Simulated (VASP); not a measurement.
# TaN (P6_3mc) in VASP: a series of runs, part 2 of 2

VASP 6.6.1. Earlier steps stand in the parts before.

## 4. Single point, PBEsol, collinear spin

This run uses another cell than the first one, of 9.95 Å³/atom.

INCAR reads:

```
SYSTEM = TaN
PREC = Accurate
ENCUT = 520
EDIFF = 1E-7
ISMEAR = 0
SIGMA = 0.1
LREAL = .FALSE.
LASPH = .TRUE.
NELM = 150
ALGO = Normal
ISIF = 2
LWAVE = .FALSE.
LCHARG = .FALSE.
ISPIN = 2
MAGMOM = 1 1 0 0
LORBIT = 11
LMAXMIX = 4
GGA = PS
NBANDS = 28
```

KPOINTS reads:

```
Automatic mesh
0
G
  6 6 4
  0 0 0
```

POSCAR reads:

```
TaN
1.0
    3.0500010905      0.0000000000      0.0000000000
   -1.5250005453      2.6413784260      0.0000000000
    0.0000000000      0.0000000000      4.9400000000
Ta N
2 2
Direct
    0.3333333333      0.6666666667      0.0000000000
    0.6666666667      0.3333333333      0.5000000000
    0.3333333333      0.6666666667      0.3850000000
    0.6666666667      0.3333333333      0.8850000000
```

Run with:

```bash
cat potpaw_PBE.64/Ta_pv/POTCAR potpaw_PBE.64/N/POTCAR > POTCAR
mpirun -np 1 vasp_std > vasp.out
```

Run time: 24 s. Hardware: 1 thread of Intel Xeon 6975P-C (Granite Rapids), shared host; peak memory 0.19 GiB.

The run converged. Its results:

```
Free energy                                           : -40.7774 eV
Pressure                                              : 130.0 GPa
Largest force                                         : 2.292 eV/Å
Band gap on the k mesh                                : zero (filled and empty bands overlap)
Net moment                                            : 0.00 μB per cell
Valence electrons inside the program's atomic spheres : Ta 9.82; N 4.04
```

Forces on the atoms (eV/Å):
```
Ta   0.000  0.000  2.292
Ta   0.000  0.000  2.292
N    0.000  0.000 -2.292
N    0.000  0.000 -2.292
```

Stress tensor (GPa, compression positive):
```
138.74   0.00   0.00
  0.00 138.74   0.00
  0.00   0.00 112.66
```

Levels at points of the mesh, in eV from the Fermi level:
Spin up:
| k point | band 13 | band 14 | band 15 | band 16 | band 17 | band 18 | band 19 | band 20 |
| --- | --- | --- | --- | --- | --- | --- | --- | --- |
| (0.00, 0.00, 0.00) | -7.76 | -7.44 | -0.76 | -0.76 | -0.21 | 2.25 | 2.75 | 2.75 |
| (0.50, 0.00, 0.00) | -6.06 | -5.08 | -2.35 | -0.96 | 0.55 | 1.51 | 2.14 | 3.86 |
| (0.00, 0.00, 0.50) | -8.35 | -8.35 | 1.28 | 1.28 | 1.28 | 1.28 | 2.00 | 2.00 |
| (0.50, 0.00, 0.50) | -6.38 | -6.38 | -0.36 | -0.36 | 2.24 | 2.24 | 2.35 | 2.35 |
Spin down:
```tsv
k point	band 12	band 13	band 14	band 15	band 16	band 17	band 18	band 19	band 20	band 21
(0.00, 0.00, 0.00)	-7.76	-7.76	-7.44	-0.76	-0.76	-0.21	2.25	2.75	2.75	4.65
(0.50, 0.00, 0.00)	-6.27	-6.06	-5.08	-2.35	-0.96	0.55	1.51	2.14	3.86	4.42
(0.00, 0.00, 0.50)	-8.35	-8.35	-8.35	1.28	1.28	1.28	1.28	2.00	2.00	6.82
(0.50, 0.00, 0.50)	-6.40	-6.38	-6.38	-0.36	-0.36	2.24	2.24	2.35	2.35	5.08
```

Caveat: the k points lie up to 0.40 Å⁻¹ apart, too coarse for converged energies and pressures of a metal; the PAW data sets were made with another functional, which shifts forces and pressure a little; spin-orbit coupling is left out, which moves the levels of the heavy elements.

## 5. Single point, PBEsol

INCAR reads:

```
ALGO = Normal
EDIFF = 1E-7
ENCUT = 520
GGA = PS
ISIF = 2
ISMEAR = 0
LASPH = T
LCHARG = T
LELF = T
LREAL = F
LVHAR = T
LWAVE = F
NBANDS = 24
NELM = 100
PREC = Accurate
SIGMA = 0.1
```

KPOINTS reads:

```
k-points
0
Gamma
  18 18 8
```

POSCAR reads:

```
TaN
1.0
    3.1219355984      0.0000000000      0.0000000000
   -1.5609677992      2.7036755372      0.0000000000
    0.0000000000      0.0000000000      6.0540048440
Ta N
2 2
Direct
    0.3333333333      0.6666666667      0.0301515150
    0.6666666667      0.3333333333      0.5301515150
    0.3333333333      0.6666666667      0.3548484850
    0.6666666667      0.3333333333      0.8548484850
```

Potentials or basis: VASP PAW PBE potentials, release 64 (Ta_pv, N).

Run with:

```bash
cat potpaw_PBE.64/Ta_pv/POTCAR potpaw_PBE.64/N/POTCAR > POTCAR
mpirun -np 1 vasp_std > vasp.out
```

OUTCAR:

```text
EDIFF = 1E-7
   ENCUT = 520
   GGA = PS
   ISIF = 2
   ISMEAR = 0
   LASPH = T
   LREAL = F
   NELM = 100
   PREC = Accurate

 ion  position               nearest neighbor table
   1  0.333  0.667  0.030-   3 1.97   4 2.09   4 2.09   4 2.09   2 3.52   2 3.52   2 3.52   2 3.52
                             2 3.52   2 3.52
   2  0.667  0.333  0.530-   4 1.97   3 2.09   3 2.09   3 2.09   1 3.52   1 3.52   1 3.52   1 3.52
                             1 3.52   1 3.52
   3  0.333  0.667  0.355-   1 1.97   2 2.09   2 2.09   2 2.09
   4  0.667  0.333  0.855-   2 1.97   1 2.09   1 2.09   1 2.09

  LATTYP: Found a hexagonal cell.
 ALAT       =     3.1219355984
 C/A-ratio  =     1.9391831296

  Lattice vectors:

 A1 = (   3.1219355984,   0.0000000000,   0.0000000000)
 A2 = (  -1.5609677992,   2.7036755372,   0.0000000000)
 A3 = (   0.0000000000,   0.0000000000,   6.0540048440)

Analysis of symmetry for initial positions (statically):
=====================================================================
 Subroutine PRICEL returns:
 Original cell was already a primitive cell.

 Routine SETGRP: Setting up the symmetry group for a
 hexagonal supercell.

 Subroutine GETGRP returns: Found 12 space group operations
 (whereof  6 operations were pure point group operations)
 out of a pool of 24 trial point group operations.

The static configuration has the point symmetry C_3v.
 The point group associated with its full space group is C_6v.

Analysis of symmetry for dynamics (positions and initial velocities):
=====================================================================
 Subroutine PRICEL returns:
 Original cell was already a primitive cell.

 Routine SETGRP: Setting up the symmetry group for a
 hexagonal supercell.

[... 124 lines left out ...]
   ISMEAR =     0;   SIGMA  =   0.10  broadening in eV -4-tet -1-fermi 0-gaus
   EFERMI_NEDOS =   21; number of points for ismear=-14 and -15
   IALGO  =     38    algorithm
   IMIX   =      4    mixing-type and parameters
     AMIX     =   0.40;   BMIX     =  1.00
     AMIX_MAG =   1.60;   BMIX_MAG =  1.00
  volume/ion in A,a.u.               =      12.78        86.21
  Fermi-wavevector in a.u.,A,eV,Ry     =   1.400612  2.646772 26.690725  1.961713
  Thomas-Fermi vector in A             =   2.523555
   LORBIT       =      0    0 simple, 1 ext, 2 COOP (PROOUT), +10 PAW based schemes
   GGA     = PS    functional components
   LHFCALC =     F    Hartree Fock is set to
   AEXX    =    0.0000 exact exchange contribution
   IVDW    =     0    specifies the selected vdW correction
   LEPSILON=     F    determine dielectric tensor
   LRPA    =     F    only Hartree local field effects (RPA)
 non-spin polarized calculation
 Gauss-broadening in eV      SIGMA  =   0.10
  energy-cutoff  :      520.00
  volume of cell :       51.10
 maximum number of plane-waves:      1402
 NGX is ok and might be reduce to    24
   NGX = 11   NGY = 11   NGZ = 23

 number of electron      31.9999995 magnetization

 Free energy of the ion-electron system (eV)
  ---------------------------------------------------
  ext. energy  EPLUGINS =         0.00000000
  ---------------------------------------------------
  free energy    TOTEN  =       -45.81038026 eV

  energy without entropy =      -45.80641139  energy(sigma->0) =      -45.80839582

 E-fermi :   6.5455     XC(G=0): -12.4071

 val. band max:        6.5371967184   @ k =   0.3889   0.2222   0.0000
 cond. band min:       6.5566459594   @ k =   0.3333   0.3333   0.0000
 fundamental gap:      0.0194492410
 Fermi energy:         6.5454782288

 k-point     1 :       0.0000    0.0000    0.0000
  band No.  band energies     occupation
      1     -29.0124      2.00000
      2     -28.6439      2.00000
      3     -28.3729      2.00000
      4     -28.3729      2.00000
      5     -28.3422      2.00000
      6     -28.3422      2.00000
[... 637 lines left out ...]
     23      11.9088      0.00000
     24      12.6663      0.00000

 [... further k-points ...]

------------------------ aborting loop because EDIFF is reached ----------------------------------------

  FORCE on cell =-STRESS in cart. coord.  units (eV):
  Direction    XX          YY          ZZ          XY          YZ          ZX
  --------------------------------------------------------------------------------------
  -------------------------------------------------------------------------------------
  Total        0.1547277      0.1547277      0.3508222      0.0000000      0.0000000     -0.0000000
  in kB        4.8512914      4.8512914     10.9995882      0.0000000      0.0000000     -0.0000000
  external PRESSURE =       6.9007237 kB  Pullay stress =       0.0000000 kB

 VOLUME and BASIS-vectors are now :
 -----------------------------------------------------------------------------
  energy-cutoff  :      520.00
  volume of cell :       51.10
      direct lattice vectors                 reciprocal lattice vectors
     3.121935598  0.000000000  0.000000000     0.320314103  0.184933433  0.000000000
    -1.560967799  2.703675537  0.000000000     0.000000000  0.369866867  0.000000000
     0.000000000  0.000000000  6.054004844     0.000000000  0.000000000  0.165179914

 POSITION                                       TOTAL-FORCE (eV/Angst)
 -----------------------------------------------------------------------------------
     -0.00000      1.80245      0.18254         0.000000     -0.000000     -0.021254
      1.56097      0.90123      3.20954        -0.000000      0.000000     -0.021254
     -0.00000      1.80245      2.14825         0.000000      0.000000      0.021254
      1.56097      0.90123      5.17526        -0.000000     -0.000000      0.021254
 -----------------------------------------------------------------------------------
    total drift:                               -0.000000      0.000000      0.000061

  FREE ENERGIE OF THE ION-ELECTRON SYSTEM (eV)
  ---------------------------------------------------
  free  energy   TOTEN  =       -45.8103802617 eV

  energy  without entropy=      -45.8064113882  energy(sigma->0) =      -45.80839582
```

Wall time 83 s (1 thread of Intel Xeon 6975P-C (Granite Rapids), shared host); peak memory 0.31 GiB.

Results:

```yaml
Free_energy: -45.8104 eV
Pressure: 0.7 GPa
Largest_force: 0.021 eV/Å
Band_gap_on_the_k_mesh: zero (bands 16 and 17 overlap by 0.50 eV)
```

Forces in eV/Å, atoms in the order of the input:
```
Ta   0.000  0.000 -0.021
Ta   0.000  0.000 -0.021
N    0.000  0.000  0.021
N    0.000  0.000  0.021
```

Caveat: the PAW data sets were made with another functional, which shifts forces and pressure a little; spin-orbit coupling is left out, which moves the levels of the heavy elements.

## 6. Relaxation of cell and atoms, PBEsol

INCAR reads:

```
PREC = Accurate
ENCUT = 600
EDIFF = 1E-7
ISMEAR = 0
SIGMA = 0.1
LREAL = False
LASPH = True
NELM = 100
ALGO = Normal
ISIF = 3
LWAVE = False
LCHARG = False
GGA = PS
IBRION = 2
NSW = 100
EDIFFG = -0.005
```

KPOINTS reads:

```
regular mesh
0
Gamma
  18 18 8
```

POSCAR reads:

```
TaN
1.0
    3.1197601247      0.0000000000      0.0000000000
   -1.5598800624      2.7017915217      0.0000000000
    0.0000000000      0.0000000000      6.0603245506
Ta N
2 2
Direct
    0.3333333333      0.6666666667      0.0305719107
    0.6666666667      0.3333333333      0.5305719107
    0.3333333333      0.6666666667      0.3544280893
    0.6666666667      0.3333333333      0.8544280893
```

Potentials or basis: VASP PAW PBE potentials, release 64 (Ta_pv, N).

Run with:

```bash
cat potpaw_PBE.64/Ta_pv/POTCAR potpaw_PBE.64/N/POTCAR > POTCAR
mpirun -np 1 vasp_std > vasp.out
```

Run time: 7.1 min. Hardware: 1 thread of Intel Xeon 6975P-C (Granite Rapids), shared host; peak memory 0.36 GiB.

It converged, with:

```
Free energy                           : -45.8147 eV
Relaxed volume                        : 12.80 Å³/atom
Relaxed cell                          : a = 3.123 Å, b = 3.123 Å, c = 6.062 Å, α = 90.00°, β = 90.00°, γ = 120.00°
Space group after relaxing (to 0.1 Å) : P6_3mc (No. 186)
Energy gained by relaxing             : 0.2 meV/atom
Ionic steps                           : 7
Pressure after relaxing               : 0.0 GPa
Band gap on the k mesh                : zero (bands 16 and 17 overlap by 0.50 eV)
```

Step by step:
```csv
step,energy change (eV),largest force (eV/Å),pressure (GPa),volume (Å³)
1,0.0000,0.0942,0.64,51.08
2,0.0027,0.1712,-1.61,51.46
3,-0.0005,0.0145,-0.03,51.19
4,-0.0006,0.0014,0.05,51.18
5,-0.0006,0.0068,0.09,51.18
6,-0.0006,0.0078,-0.12,51.23
7,-0.0006,0.0007,0.01,51.20
```

Final structure:
```
CELL_PARAMETERS angstrom
3.12301 0.00000 0.00000
-1.56151 2.70461 0.00000
0.00000 0.00000 6.06185
ATOMIC_POSITIONS crystal
Ta 0.33333 0.66667 0.03016
Ta 0.66667 0.33333 0.53016
N 0.33333 0.66667 0.35484
N 0.66667 0.33333 0.85484
```

Levels at points of the mesh, in eV from the Fermi level:
| k point | band 12 | band 13 | band 14 | band 15 | band 16 | band 17 | band 18 | band 19 | band 20 |
| --- | --- | --- | --- | --- | --- | --- | --- | --- | --- |
| (0.00, 0.00, 0.00) | -5.46 | -4.59 | -4.59 | -0.80 | -0.67 | 0.12 | 0.12 | 2.21 | 2.21 |
| (0.50, 0.00, 0.00) | -5.68 | -4.80 | -3.72 | -2.37 | -0.49 | 1.19 | 2.20 | 2.71 | 3.48 |
| (0.00, 0.00, 0.50) | -5.07 | -5.07 | -5.07 | 0.25 | 0.25 | 0.97 | 0.97 | 0.97 | 0.97 |
| (0.50, 0.00, 0.50) | -5.52 | -4.85 | -4.85 | -0.95 | -0.95 | 1.50 | 1.50 | 3.38 | 3.38 |

Caveat: the PAW data sets were made with another functional, which shifts forces and pressure a little; spin-orbit coupling is left out, which moves the levels of the heavy elements.

## 7. The runs side by side

```csv
task,spin,cell,k mesh,cutoff (eV),gap on the mesh (eV),pressure (GPa),relaxed volume (Å³/atom),largest force (eV/Å)
single point,off,"a = 3.120, b = 3.120, c = 6.060 Å, angles 90.0, 90.0, 120.0°, 4 atoms, atomic positions A",6 × 6 × 4,520,none,0.6,-,0.07
relaxation of cell and atoms,off,"relaxed from a = 3.050, b = 3.050, c = 4.940 Å, angles 90.0, 90.0, 120.0°, 4 atoms, atomic positions B",6 × 6 × 4,600,none,-0.3,12.80,0.02
single point,collinear,"a = 3.050, b = 3.050, c = 4.940 Å, angles 90.0, 90.0, 120.0°, 4 atoms, atomic positions B",6 × 6 × 4,520,none,130.0,-,2.29
single point,off,"a = 3.122, b = 3.122, c = 6.054 Å, angles 90.0, 90.0, 120.0°, 4 atoms, atomic positions C",18 × 18 × 8,520,none,0.7,-,0.02
relaxation of cell and atoms,off,"relaxed from a = 3.120, b = 3.120, c = 6.060 Å, angles 90.0, 90.0, 120.0°, 4 atoms, atomic positions A",18 × 18 × 8,600,none,0.0,12.80,-
```

Alike in all rows: level PBEsol; potentials or basis VASP PAW PBE potentials, release 64 (Ta_pv, N); smearing gaussian 0.1 eV.

Caveats: some runs use coarse meshes; the PAW data sets were made with another functional, which shifts forces and pressure a little; spin-orbit coupling is left out, which moves the levels of the heavy elements; the volume moved by over 15 % at a fixed basis, so the end points are rough (at least some runs).

Absolute energies hang on the potentials; compare differences alone.

The gap in the log of VASP goes by the Fermi energy; the results here count the filled bands.